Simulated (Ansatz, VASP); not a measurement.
**PbS in VASP and in Ansatz**

File INCAR:

```
PREC = Accurate
ENCUT = 520
EDIFF = 1E-8
ISMEAR = -1
SIGMA = 0.01
LREAL = False
LASPH = True
NELM = 100
ALGO = Normal
ISIF = 2
LWAVE = False
LCHARG = False
GGA = CA
LEFG = True
NBANDS = 17
```

The input KPOINTS:

```
regular mesh
0
Gamma
  7 7 7
```

File POSCAR:

```
PbS
1.0
    0.0000000000      3.0231520185      3.0231520185
    3.0231520185      0.0000000000      3.0231520185
    3.0231520185      3.0231520185      0.0000000000
Pb S
1 1
Direct
    0.0000000000      0.0000000000      0.0000000000
    0.5000000000      0.5000000000      0.5000000000
```

Input for Ansatz:

```yaml
crystal:
  lattice:
    - [0.0, 3.0231520185, 3.0231520185]
    - [3.0231520185, 0.0, 3.0231520185]
    - [3.0231520185, 3.0231520185, 0.0]
  atoms:
    - { symbol: Pb, position: [0.0, 0.0, 0.0] }
    - { symbol: S, position: [0.5, 0.5, 0.5] }
kpoints:
  mp_grid: { grid: [7, 7, 7] }
scf:
  occupations: { method: fermi_dirac, width: 0.01 }
hamiltonian:
  xc: lda
  pseudopotentials: { kind: paw }
output:
  forces: true
  stress: true
  eigenvalues: true
  efg: { contact_densities: true }
```

Change from the starting cell: volume scaled by 1.06, PAW files.

Alike in both runs: task electric field gradients; functional LDA; k mesh 7 × 7 × 7; occupations fermi-dirac, width 0.01 eV; no spin polarisation.

```csv
,VASP,Ansatz
version,VASP 6.6.1,Ansatz 0.2.0
potentials or method,"VASP PAW LDA potentials, release 64 (Pb_d, S)","PAW with Ansatz's default frozen-core files, scalar-relativistic"
plane-wave cutoff (eV),520,420
valence electrons in the cell,20,20
```

```csv
,VASP,Ansatz,Ansatz less VASP
pressure (GPa),-5.3,-5.3,-0.03
```

LDA's correlation is that of Perdew and Zunger in VASP and of Perdew and Wang (1992) in Ansatz.

Spin-orbit coupling is off throughout.
